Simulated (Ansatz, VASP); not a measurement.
## ScAl: VASP beside Ansatz

File INCAR:

```
ALGO = Normal
EDIFF = 1E-7
ENCUT = 520
GGA = PS
ISIF = 2
ISMEAR = 0
LASPH = True
LCHARG = True
LELF = True
LREAL = False
LVHAR = True
LWAVE = False
NBANDS = 14
NELM = 80
PREC = Accurate
SIGMA = 0.15
```

The input KPOINTS:

```
k-points
0
Gamma
  14 14 14
```

File POSCAR:

```
ScAl
1.0
    3.3197937355      0.0000000000      0.0000000000
    0.0000000000      3.3197937355      0.0000000000
    0.0000000000      0.0000000000      3.3197937355
Sc Al
1 1
Direct
    0.5000000000      0.5000000000      0.5000000000
    0.0000000000      0.0000000000      0.0000000000
```

Input for Ansatz:

```yaml
crystal:
  lattice:
    - [3.3197937355, 0.0, 0.0]
    - [0.0, 3.3197937355, 0.0]
    - [0.0, 0.0, 3.3197937355]
  atoms:
    - { symbol: Sc, position: [0.5, 0.5, 0.5] }
    - { symbol: Al, position: [0.0, 0.0, 0.0] }
basis:
  ecutwfc: 420
kpoints:
  mp_grid: { grid: [14, 14, 14] }
hamiltonian:
  xc: pbesol
scf:
  occupations: { method: gaussian, width: 0.15 }
output:
  forces: true
  stress: true
  eigenvalues: true
  write_density: true
  write_potential: true
  elf: true
  volumetric_format: npy
```

Change from the starting cell: strain -0.015 along x and y, -0.015 along z, atoms carried along.

Alike in both runs: task single point; functional PBEsol; k mesh 14 × 14 × 14; occupations gaussian, width 0.15 eV; no spin polarisation.

```csv
,VASP,Ansatz
version,VASP 6.6.1,Ansatz 0.2.0
potentials or method,"VASP PAW PBE potentials, release 64 (Sc_sv, Al), cutoff 520 eV","scalar-relativistic, plane waves, PAW"
valence electrons in the cell,14,14
```

|  | VASP | Ansatz | Ansatz less VASP |
| --- | --- | --- | --- |
| gap on the k mesh at the Fermi level (eV) | none | none | - |
| pressure (GPa) | 2.0 | 1.9 | -0.14 |

VASP's potentials were made for PBE, not for PBEsol. A gap of «none» marks a metal or a gap that the smearing closes.
